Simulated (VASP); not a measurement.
Set up this calculation in VASP 6.6.1, as the native input.

| Quantity | Value |
| --- | --- |
| Task | single point |
| Functional | PBE |
| Dispersion | D3(BJ) |
| Potentials or basis | VASP PAW PBE potentials, release 64 (B, N) |
| Cutoff | 520 eV |
| k mesh | 12 × 12 × 12 |
| Occupations | gaussian, width 0.05 eV |
| Spin | no spin polarisation |
| Dipole correction | no |
| Further INCAR settings | ALGO = Normal; EDIFF = 1e-06; NBANDS = 11 |

The structure of BN lies in POSCAR:

```
BN
1.0
    0.0000000000      3.3904563551      2.1335998714
    1.2140831370      0.0000000000      2.1335998714
    1.2140831370      3.3904563551      0.0000000000
B N
1 1
Direct
    0.0000486500      0.0000486500      0.9999513500
    0.6666513400      0.6666513400      0.3333486600
```

This cell differs from its parent crystal: strain -0.030 along x and y, -0.015 along z.

One way to write it, as run:

INCAR

```
SYSTEM = BN
PREC = Accurate
ENCUT = 520
EDIFF = 1E-6
ISMEAR = 0
SIGMA = 0.05
LREAL = .False.
LASPH = .True.
NELM = 80
ALGO = Normal
ISIF = 2
LWAVE = .False.
LCHARG = .False.
GGA = PE
IVDW = 12
NBANDS = 11
```

KPOINTS

```
regular mesh
0
Gamma
  12 12 12
  0 0 0
```

Potentials or basis: VASP PAW PBE potentials, release 64 (B, N).

Launch:

```sh
$ cat potpaw_PBE.64/B/POTCAR potpaw_PBE.64/N/POTCAR > POTCAR
$ mpirun -np 1 vasp_std > vasp.out
```

Results of the run:

The pressure is 19.0 GPa. The largest force is 0.262 eV/Å. The band gap on the k mesh is 3.78 eV, indirect (least direct gap 4.73 eV). The dispersion energy per atom is -0.144 eV.

Caveat: the cell differs from its parent crystal (strain -0.030 along x and y, -0.015 along z).

Run time: 54 s on 1 thread of AMD EPYC 7R13 Processor (Zen 3) (shared host), peak memory 0.15 GiB.
